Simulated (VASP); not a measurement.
# AlRu (Pm-3m) in VASP: single point with PBEsol

Aim: the single point of AlRu with PBEsol.

Everything below comes from runs of VASP 6.6.1. Logs are shortened: lines on timing, memory, paths and dates and some standing lists are left out, and cuts for length are marked.

## (1) The cell of the first run

Symmetry: Pm-3m, No. 221, cubic system. The conventional cell has a = 2.992 Å, b = 2.992 Å, c = 2.992 Å, α = 90.00°, β = 90.00°, γ = 90.00°. Within 3.4 Å of Al (site symmetry m-3m) lie 8 Ru at 2.59 Å and 6 Al at 2.99 Å. Ru (site symmetry m-3m) has 8 Al at 2.59 Å and 6 Ru at 2.99 Å within 3.4 Å.

## (2) Single point, PBEsol

Contents of INCAR:

```
ALGO = Normal ; EDIFF = 1E-7
ENCUT = 520 ; GGA = PS
ISIF = 2 ; ISMEAR = 1
LASPH = T ; LCHARG = F
LREAL = F ; LWAVE = F
NBANDS = 16 ; NELM = 100
PREC = Accurate ; SIGMA = 0.1
```

Contents of KPOINTS:

```
k-points
0
Gamma
  7 7 7
```

Contents of POSCAR:

```
AlRu
1.0
    2.9916000000      0.0000000000      0.0000000000
    0.0000000000      2.9916000000      0.0000000000
    0.0000000000      0.0000000000      2.9916000000
Al Ru
1 1
Direct
    0.0000000000      0.0000000000      0.0000000000
    0.5000000000      0.5000000000      0.5000000000
```

Potentials or basis: VASP PAW PBE potentials, release 64 (Al, Ru_pv).

Launch:

```sh
> cat potpaw_PBE.64/Al/POTCAR potpaw_PBE.64/Ru_pv/POTCAR > POTCAR
> mpirun -np 1 vasp_std > vasp.out
```

OUTCAR:

```text
EDIFF = 1E-7
   ENCUT = 520
   GGA = PS
   ISIF = 2
   ISMEAR = 1
   LASPH = T
   LREAL = F
   NELM = 100
   PREC = Accurate

 ion  position               nearest neighbor table
   1  0.000  0.000  0.000-   2 2.59   2 2.59   2 2.59   2 2.59   2 2.59   2 2.59   2 2.59   2 2.59

   2  0.500  0.500  0.500-   1 2.59   1 2.59   1 2.59   1 2.59   1 2.59   1 2.59   1 2.59   1 2.59

  LATTYP: Found a simple cubic cell.
 ALAT       =     2.9916000000

  Lattice vectors:

 A1 = (   2.9916000000,   0.0000000000,   0.0000000000)
 A2 = (   0.0000000000,   2.9916000000,   0.0000000000)
 A3 = (   0.0000000000,   0.0000000000,   2.9916000000)

Analysis of symmetry for initial positions (statically):
=====================================================================
 Subroutine PRICEL returns:
 Original cell was already a primitive cell.

 Routine SETGRP: Setting up the symmetry group for a
 simple cubic supercell.

 Subroutine GETGRP returns: Found 48 space group operations
 (whereof 48 operations were pure point group operations)
 out of a pool of 48 trial point group operations.

The static configuration has the point symmetry O_h .

Analysis of symmetry for dynamics (positions and initial velocities):
=====================================================================
 Subroutine PRICEL returns:
 Original cell was already a primitive cell.

 Routine SETGRP: Setting up the symmetry group for a
 simple cubic supercell.

 Subroutine GETGRP returns: Found 48 space group operations
 (whereof 48 operations were pure point group operations)
 out of a pool of 48 trial point group operations.

The dynamic configuration has the point symmetry O_h .

 Subroutine INISYM returns: Found 48 space group operations
 (whereof 48 operations are pure point group operations),
 and found     1 'primitive' translations

----------------------------------------------------------------------------------------

                                     Primitive cell

  volume of cell :      26.7738

  direct lattice vectors                    reciprocal lattice vectors
     2.991600000  0.000000000  0.000000000     0.334269287  0.000000000  0.000000000
     0.000000000  2.991600000  0.000000000     0.000000000  0.334269287  0.000000000
     0.000000000  0.000000000  2.991600000     0.000000000  0.000000000  0.334269287

  length of vectors
     2.991600000  2.991600000  2.991600000     0.334269287  0.334269287  0.334269287

  position of ions in fractional coordinates (direct lattice)
     0.000000000  0.000000000  0.000000000
     0.500000000  0.500000000  0.500000000

  ion indices of the primitive-cell ions
   primitive index   ion index
                 1           1
                 2           2

----------------------------------------------------------------------------------------

 KPOINTS: k-points

Automatic generation of k-mesh.
 Grid dimensions read from file:
 generate k-points for:    7    7    7

 Generating k-lattice:

  Cartesian coordinates                     Fractional coordinates (reciprocal lattice)
     0.047752755  0.000000000  0.000000000     0.142857143  0.000000000  0.000000000
     0.000000000  0.047752755  0.000000000     0.000000000  0.142857143  0.000000000
     0.000000000  0.000000000  0.047752755     0.000000000  0.000000000  0.142857143

  Length of vectors
     0.047752755  0.047752755  0.047752755

  Shift w.r.t. Gamma in fractional coordinates (k-lattice)
     0.000000000  0.000000000  0.000000000

 Subroutine IBZKPT returns following result:
 ===========================================

 Found     20 irreducible k-points:

 Following reciprocal coordinates:
            Coordinates               Weight
  0.000000  0.000000  0.000000      1.000000
  0.142857  0.000000  0.000000      6.000000
  0.285714  0.000000  0.000000      6.000000
  0.428571  0.000000  0.000000      6.000000
  0.142857  0.142857  0.000000     12.000000
  0.285714  0.142857  0.000000     24.000000
[... 12 lines left out ...]
  0.428571  0.428571  0.285714     24.000000
  0.428571  0.428571  0.428571      8.000000
   k-points           NKPTS =     20   k-points in BZ     NKDIM =     20   number of bands    NBANDS=     16
   number of dos      NEDOS =    301   number of ions     NIONS =      2
   total plane-waves  NPLWV =  13824
   dimension x,y,z NGX =    24 NGY =   24 NGZ =   24
   dimension x,y,z NGXF=    48 NGYF=   48 NGZF=   48
   ions per type =               1   1
   NGX,Y,Z   is equivalent  to a cutoff of  13.34, 13.34, 13.34 a.u.
   NGXF,Y,Z  is equivalent  to a cutoff of  26.67, 26.67, 26.67 a.u.
 SYSTEM =  unknown system
   PREC   = accura    normal or accurate (medium, high low for compatibility)
   ISTART =      0    job   : 0-new  1-cont  2-samecut
   ICHARG =      2    charge: 1-file 2-atom 10-const
   ISPIN  =      1    spin polarized calculation?
   LNONCOLLINEAR =      F non collinear calculations
   LSORBIT =      F    spin-orbit coupling
   LASPH  =      T    aspherical Exc in radial PAW
   ENCUT  =  520.0 eV  38.22 Ry    6.18 a.u.   5.56  5.56  5.56*2*pi/ulx,y,z
   NELM   =    100;   NELMIN=  2; NELMDL= -5     # of ELM steps
   EDIFF  = 0.1E-06   stopping-criterion for ELM
   LREAL  =      F    real-space projection
   EDIFFG = 0.1E-05   stopping-criterion for IOM
   NSW    =      0    number of steps for IOM
   IBRION =     -1    ionic relax: 0-MD 1-quasi-New 2-CG
   NFREE  =      0    steps in history (QN), initial steepest desc. (CG)
   ISIF   =      2    stress and relaxation
   ISYM   =      2    0-nonsym 1-usesym 2-fastsym
   POTIM  = 0.5000    time-step for ionic-motion
   TEBEG  =    0.0;   TEEND  =   0.0 temperature during run
   PSTRESS=    0.0 pullay stress
   NELECT =      17.0000    total number of electrons
   NUPDOWN=      -1.0000    fix difference up-down
   EMIN   =  10.00;   EMAX   =-10.00  energy-range for DOS
   EFERMI =   0.00;   METHOD = LEGACY
   ISMEAR =     1;   SIGMA  =   0.10  broadening in eV -4-tet -1-fermi 0-gaus
   EFERMI_NEDOS =   21; number of points for ismear=-14 and -15
   IALGO  =     38    algorithm
   IMIX   =      4    mixing-type and parameters
     AMIX     =   0.40;   BMIX     =  1.00
     AMIX_MAG =   1.60;   BMIX_MAG =  1.00
  volume/ion in A,a.u.               =      13.39        90.34
  Fermi-wavevector in a.u.,A,eV,Ry     =   1.407087  2.659009 26.938090  1.979894
  Thomas-Fermi vector in A             =   2.529382
   LORBIT       =      0    0 simple, 1 ext, 2 COOP (PROOUT), +10 PAW based schemes
   GGA     = PS    functional components
   LHFCALC =     F    Hartree Fock is set to
   AEXX    =    0.0000 exact exchange contribution
   IVDW    =     0    specifies the selected vdW correction
   LEPSILON=     F    determine dielectric tensor
   LRPA    =     F    only Hartree local field effects (RPA)
 non-spin polarized calculation
 Methfessel and Paxton  Order N= 1 SIGMA  =   0.10
  energy-cutoff  :      520.00
  volume of cell :       26.77
 maximum number of plane-waves:       739
 NGX is ok and might be reduce to    24
   NGX = 11   NGY = 11   NGZ = 11

 number of electron      16.9999995 magnetization

 Free energy of the ion-electron system (eV)
  ---------------------------------------------------
  ext. energy  EPLUGINS =         0.00000000
  ---------------------------------------------------
  free energy    TOTEN  =       -15.52112126 eV

  energy without entropy =      -15.51818450  energy(sigma->0) =      -15.52014234

 E-fermi :  10.6464     XC(G=0): -12.6854

 val. band max:       10.5777326186   @ k =   0.2857   0.1429   0.0000
 cond. band min:      10.6498486168   @ k =   0.4286   0.4286   0.1429
 fundamental gap:      0.0721159982
 Fermi energy:        10.6463770341

 k-point     1 :       0.0000    0.0000    0.0000
  band No.  band energies     occupation
      1     -31.0918      2.00000
      2     -31.0918      2.00000
      3     -31.0918      2.00000
      4       0.9125      2.00000
      5       7.0129      2.00000
      6       7.0129      2.00000
[... 8 lines left out ...]
     15      22.6341      0.00000
     16      25.6742      0.00000

 k-point     2 :       0.1429    0.0000    0.0000
  band No.  band energies     occupation
      1     -31.1320      2.00000
      2     -31.0885      2.00000
      3     -31.0885      2.00000
      4       1.3011      2.00000
      5       7.1239      2.00000
      6       7.1466      2.00000
[... 8 lines left out ...]
     15      22.6859      0.00000
     16      26.9582      0.00000

 k-point     3 :       0.2857    0.0000    0.0000
  band No.  band energies     occupation
      1     -31.2215      2.00000
      2     -31.0808      2.00000
      3     -31.0808      2.00000
      4       2.3978      2.00000
      5       6.9970      2.00000
      6       7.4732      2.00000
[... 8 lines left out ...]
     15      23.5499      0.00000
     16      26.4119      0.00000

 k-point     4 :       0.4286    0.0000    0.0000
  band No.  band energies     occupation
      1     -31.2924      2.00000
      2     -31.0747      2.00000
      3     -31.0747      2.00000
      4       4.0035      2.00000
      5       5.8252      2.00000
      6       7.7681      2.00000
[... 8 lines left out ...]
     15      23.8511      0.00000
     16      23.9925      0.00000
[... 248 lines left out ...]
 k-point    18 :       0.4286    0.2857    0.2857
  band No.  band energies     occupation
      1     -31.2616      2.00000
      2     -31.1876      2.00000
      3     -31.1847      2.00000
      4       5.1253      2.00000
      5       6.9167      2.00000
      6       6.9725      2.00000
[... 8 lines left out ...]
     15      22.6383      0.00000
     16      22.8293      0.00000

 k-point    19 :       0.4286    0.4286    0.2857
  band No.  band energies     occupation
      1     -31.2537      2.00000
      2     -31.2530      2.00000
      3     -31.1789      2.00000
      4       5.3253      2.00000
      5       6.6506      2.00000
      6       6.7502      2.00000
[... 8 lines left out ...]
     15      21.3864      0.00000
     16      22.6369      0.00000

 k-point    20 :       0.4286    0.4286    0.4286
  band No.  band energies     occupation
      1     -31.2461      2.00000
      2     -31.2452      2.00000
      3     -31.2452      2.00000
      4       5.7902      2.00000
      5       6.1600      2.00000
      6       6.1600      2.00000
[... 8 lines left out ...]
     15      19.8853      0.00000
     16      22.6238      0.00000

------------------------ aborting loop because EDIFF is reached ----------------------------------------

  FORCE on cell =-STRESS in cart. coord.  units (eV):
  Direction    XX          YY          ZZ          XY          YZ          ZX
  --------------------------------------------------------------------------------------
  -------------------------------------------------------------------------------------
  Total       -0.5480703     -0.5480703     -0.5480703      0.0000000      0.0000000     -0.0000000
  in kB      -32.7971658    -32.7971658    -32.7971658      0.0000000      0.0000000     -0.0000000
  external PRESSURE =     -32.7971658 kB  Pullay stress =       0.0000000 kB

 VOLUME and BASIS-vectors are now :
 -----------------------------------------------------------------------------
  energy-cutoff  :      520.00
  volume of cell :       26.77
      direct lattice vectors                 reciprocal lattice vectors
     2.991600000  0.000000000  0.000000000     0.334269287  0.000000000  0.000000000
     0.000000000  2.991600000  0.000000000     0.000000000  0.334269287  0.000000000
     0.000000000  0.000000000  2.991600000     0.000000000  0.000000000  0.334269287

 POSITION                                       TOTAL-FORCE (eV/Angst)
 -----------------------------------------------------------------------------------
      0.00000      0.00000      0.00000         0.000000      0.000000      0.000000
      1.49580      1.49580      1.49580         0.000000      0.000000      0.000000
 -----------------------------------------------------------------------------------
    total drift:                                0.000000     -0.000000     -0.000000

  FREE ENERGIE OF THE ION-ELECTRON SYSTEM (eV)
  ---------------------------------------------------
  free  energy   TOTEN  =       -15.5211212601 eV

  energy  without entropy=      -15.5181845044  energy(sigma->0) =      -15.52014234
```

Run time: 5.3 s. Hardware: 1 thread of Intel Xeon Platinum 8488C (Sapphire Rapids), shared host; peak memory 0.13 GiB.

Results:

```
Free energy : -15.5211 eV
Pressure    : -3.3 GPa
```

Caveat: the PAW data sets were made with another functional, which shifts forces and pressure a little.
